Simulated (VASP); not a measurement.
Crystal: C.

```
C
1.0
     1.22805   -2.12706    0.00000
     1.22805    2.12706    0.00000
     0.00000    0.00000    7.17327
C
4
Direct
  0.08338 0.91662 0.75314
  0.58338 0.41662 0.24686
  0.91662 0.08338 0.24686
  0.41662 0.58338 0.75314
```

```yaml
Program: VASP 6.6.1
Task: relaxation of cell and atoms
Functional: PBE
Potentials_or_basis: VASP PAW PBE potentials, release 64 (C)
Cutoff: 600 eV
k_mesh: 18 × 18 × 6
Occupations: gaussian, width 0.1 eV
Spin: no spin polarisation
```

At the start: pressure 3.8 GPa; volume 9.37 Å³/atom.

Where does the relaxation end?

Over 23 steps the energy falls by 5.6 meV/atom and the volume is 10.82 Å³/atom (+15.5 %); space group Fmmm (No. 69, to 0.05 Å).

The path:
```csv
step,energy change (eV),largest force (eV/Å),pressure (GPa),volume (Å³)
1,0.0000,0.0263,3.77,37.48
2,0.0190,0.0945,-6.63,38.68
3,-0.0053,0.0183,0.30,37.85
4,-0.0063,0.0565,0.26,37.99
5,-0.0078,0.2739,0.15,38.40
6,-0.0080,0.2703,0.14,38.41
7,-0.0084,0.2595,0.13,38.46
8,-0.0093,0.2378,0.15,38.56
9,-0.0109,0.1945,0.18,38.76
10,-0.0135,0.1085,0.18,39.16
11,-0.0171,0.0622,0.23,39.95
12,-0.0179,0.3960,0.40,41.54
13,-0.0185,0.2781,0.34,40.97
14,-0.0197,0.2191,0.29,41.31
15,-0.0219,0.0428,0.15,42.33
16,-0.0221,0.0083,0.14,42.63
17,-0.0221,0.0496,0.14,42.87
18,-0.0218,0.1321,0.05,43.35
19,-0.0221,0.0652,0.11,42.96
20,-0.0221,0.0584,0.12,42.92
21,-0.0222,0.0303,0.04,43.10
22,-0.0222,0.0025,-0.06,43.32
23,-0.0222,0.0043,-0.05,43.28
```

Final structure:
```
CELL_PARAMETERS angstrom
1.23370 -2.13679 0.00000
1.23370 2.13679 0.00000
0.00000 0.00000 8.20826
ATOMIC_POSITIONS crystal
C 0.08334 0.91666 0.75124
C 0.58334 0.41666 0.24876
C 0.91666 0.08334 0.24876
C 0.41666 0.58334 0.75124
```

Caveat: the volume moved by over 15 % at a fixed basis, so the end points are rough; this functional lacks dispersion, which binds the layers, so the pressure and a relaxed spacing across them are unreliable.
